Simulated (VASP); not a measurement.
# TaS2 in VASP: notebook, part 2 of 2

VASP 6.6.1. Earlier steps stand in the parts before.

### Step 3. Single point, PBE

This run uses another cell than the first one.

The input, INCAR:

```
SYSTEM = TaS2
PREC = Accurate
ENCUT = 400
EDIFF = 1E-6
ISMEAR = 0
SIGMA = 0.05
LREAL = .False.
LASPH = .True.
NELM = 120
ALGO = Normal
ISIF = 2
LWAVE = .False.
LCHARG = .False.
LDIPOL = .True.
IDIPOL = 3
DIPOL = 0.5 0.5 0.500
GGA = PE
NBANDS = 18
GGA_COMPAT = .False.
NELMDL = -8
```

The input, KPOINTS:

```
Automatic mesh
0
Gamma
  12 12 1
  0 0 0
```

The input, POSCAR:

```
TaS2
1.0
    3.3806003760      0.0000000000      0.0000000000
   -1.6903001880      2.9276858060      0.0000000000
    0.0000000000      0.0000000000     12.0618362920
S Ta
2 1
Direct
    0.6666666667      0.3333333333      0.3730775224
    0.3333333333      0.6666666667      0.6269224776
    0.0000000000      0.0000000000      0.5000000000
```

Potentials or basis: VASP PAW PBE potentials, release 64 (S, Ta_pv).

On the command line:

```sh
$ cat potpaw_PBE.64/S/POTCAR potpaw_PBE.64/Ta_pv/POTCAR > POTCAR
$ mpirun -np 1 vasp_std > vasp.out
```

OUTCAR:

```text
SYSTEM = TaS2
   PREC = Accurate
   ENCUT = 400
   EDIFF = 1E-6
   ISMEAR = 0
   LREAL = .False.
   LASPH = .True.
   NELM = 120
   ISIF = 2
   GGA = PE
   NELMDL = -8

 ion  position               nearest neighbor table
   1  0.667  0.333  0.373-   3 2.48   3 2.48   3 2.48
   2  0.333  0.667  0.627-   3 2.48   3 2.48   3 2.48
   3  0.000  0.000  0.500-   1 2.48   2 2.48   1 2.48   2 2.48   1 2.48   2 2.48

  LATTYP: Found a hexagonal cell.
 ALAT       =     3.3806003760
 C/A-ratio  =     3.5679568569

  Lattice vectors:

 A1 = (   3.3806003760,   0.0000000000,   0.0000000000)
 A2 = (  -1.6903001880,   2.9276858060,   0.0000000000)
 A3 = (   0.0000000000,   0.0000000000,  12.0618362920)

Analysis of symmetry for initial positions (statically):
=====================================================================
 Subroutine PRICEL returns:
 Original cell was already a primitive cell.

 Routine SETGRP: Setting up the symmetry group for a
 hexagonal supercell.

 Subroutine GETGRP returns: Found 12 space group operations
 (whereof 12 operations were pure point group operations)
 out of a pool of 24 trial point group operations.

The static configuration has the point symmetry D_3d.

Analysis of symmetry for dynamics (positions and initial velocities):
=====================================================================
 Subroutine PRICEL returns:
 Original cell was already a primitive cell.

 Routine SETGRP: Setting up the symmetry group for a
 hexagonal supercell.

 Subroutine GETGRP returns: Found 12 space group operations
 (whereof 12 operations were pure point group operations)
 out of a pool of 24 trial point group operations.

The dynamic configuration has the point symmetry D_3d.

 Subroutine INISYM returns: Found 12 space group operations
 (whereof 12 operations are pure point group operations),
 and found     1 'primitive' translations

[... 115 lines left out ...]
   GGA     = PE    functional components
   LHFCALC =     F    Hartree Fock is set to
   AEXX    =    0.0000 exact exchange contribution
   IVDW    =     0    specifies the selected vdW correction
   LEPSILON=     F    determine dielectric tensor
   LRPA    =     F    only Hartree local field effects (RPA)
 non-spin polarized calculation
 Gauss-broadening in eV      SIGMA  =   0.05
  energy-cutoff  :      400.00
  volume of cell :      119.38
 maximum number of plane-waves:      2211
 NGX is ok and might be reduce to    24
   NGX = 11   NGY = 11   NGZ = 39

 dipolmoment           0.000000      0.000000      0.000000 electrons x Angstroem

 number of electron      23.0000001 magnetization

 dipolmoment           0.000000      0.000000     -0.000000 electrons x Angstroem

 Free energy of the ion-electron system (eV)
  ---------------------------------------------------
  ext. energy  EPLUGINS =         0.00000000
  ---------------------------------------------------
  free energy    TOTEN  =       -23.15400944 eV

  energy without entropy =      -23.15138777  energy(sigma->0) =      -23.15269860

 E-fermi :   0.1276     XC(G=0):  -5.9128

 val. band max:        0.1090927575   @ k =   0.1667   0.0833   0.0000
 cond. band min:       0.1762317841   @ k =   0.4167   0.1667   0.0000
 fundamental gap:      0.0671390266
 Fermi energy:         0.1275632704

 k-point     1 :       0.0000    0.0000    0.0000
  band No.  band energies     occupation
      1     -35.2903      2.00000
      2     -35.2902      2.00000
      3     -35.2886      2.00000
      4     -14.5846      2.00000
      5     -13.1317      2.00000
      6      -6.1006      2.00000
[... 376 lines left out ...]
      5     -12.6877      2.00000
      6      -5.3198      2.00000
[... 10 lines left out ...]
     17       6.4277      0.00000
     18       8.3935      0.00000

------------------------ aborting loop because EDIFF is reached ----------------------------------------

 vacuum level on the upper side and lower side of the slab       (xc-potential included)        -0.419        -0.419

  FORCE on cell =-STRESS in cart. coord.  units (eV):
  Direction    XX          YY          ZZ          XY          YZ          ZX
  --------------------------------------------------------------------------------------
  -------------------------------------------------------------------------------------
  Total       -0.0239929     -0.0239929      0.0092335     -0.0000000     -0.0000000     -0.0000000
  in kB       -0.3220047     -0.3220047      0.1239213     -0.0000000     -0.0000000     -0.0000000
  external PRESSURE =      -0.1733627 kB  Pullay stress =       0.0000000 kB

 VOLUME and BASIS-vectors are now :
 -----------------------------------------------------------------------------
  energy-cutoff  :      400.00
  volume of cell :      119.38
      direct lattice vectors                 reciprocal lattice vectors
     3.380600376  0.000000000  0.000000000     0.295805445  0.170783354  0.000000000
    -1.690300188  2.927685806  0.000000000     0.000000000  0.341566707  0.000000000
     0.000000000  0.000000000 12.061836292     0.000000000  0.000000000  0.082906116

 POSITION                                       TOTAL-FORCE (eV/Angst)
 -----------------------------------------------------------------------------------
      1.69030      0.97590      4.50000         0.000000      0.000000     -0.010353
     -0.00000      1.95179      7.56184        -0.000000     -0.000000      0.010353
      0.00000      0.00000      6.03092        -0.000000      0.000000      0.000000
 -----------------------------------------------------------------------------------
    total drift:                                0.000000      0.000000     -0.000000

  FREE ENERGIE OF THE ION-ELECTRON SYSTEM (eV)
  ---------------------------------------------------
  free  energy   TOTEN  =       -23.1540094414 eV

  energy  without entropy=      -23.1513877680  energy(sigma->0) =      -23.15269860

 vacuum level on the upper side and lower side of the slab         4.740         4.740
```

OSZICAR:

```text
N       E                     dE             d eps       ncg     rms          rms(c)
DAV:   1     0.105776890106E+03    0.10578E+03   -0.10103E+04   828   0.843E+02
DAV:   2    -0.167177458742E+02   -0.12249E+03   -0.11961E+03   852   0.209E+02
DAV:   3    -0.246967429575E+02   -0.79790E+01   -0.79217E+01   946   0.508E+01
[... 13 lines left out ...]
DAV:  17    -0.231539345078E+02   -0.41363E-03   -0.10079E-04   856   0.539E-02    0.272E-02
DAV:  18    -0.231539740493E+02   -0.39541E-04   -0.94019E-06   934   0.174E-02    0.170E-02
DAV:  19    -0.231540029782E+02   -0.28929E-04   -0.34951E-06   788   0.108E-02    0.837E-03
DAV:  20    -0.231540088363E+02   -0.58581E-05   -0.57972E-07   774   0.380E-03    0.364E-03
DAV:  21    -0.231540094414E+02   -0.60504E-06   -0.78558E-08   756   0.161E-03
   1 F= -.23154009E+02 E0= -.23152699E+02  d E =-.262167E-02
```

stdout:

```text
POSCAR found type information on POSCAR S Ta
 POSCAR found :  2 types and       3 ions
 scaLAPACK will be used
 LDA part: xc-table for (Slater+PW92), standard interpolation
 POSCAR, INCAR and KPOINTS ok, starting setup
 FFT: planning ... GRIDC
 FFT: planning ... GRID_SOFT
 FFT: planning ... GRID
 WAVECAR not read
 entering main loop
```

Wall time 75 s (1 thread of Intel Xeon 8259CL, shared host); peak memory 0.2 GiB.

Results:

* Free energy: -23.1540 eV
* Largest force: 0.010 eV/Å
* Band gap on the k mesh: zero (an odd number of electrons rules out a gap without spin polarisation)

Forces on the atoms (eV/Å):
```
S    0.000  0.000 -0.010
S    0.000  0.000  0.010
Ta   0.000  0.000  0.000
```

Caveat: spin-orbit coupling is left out, which moves the levels of the heavy elements.
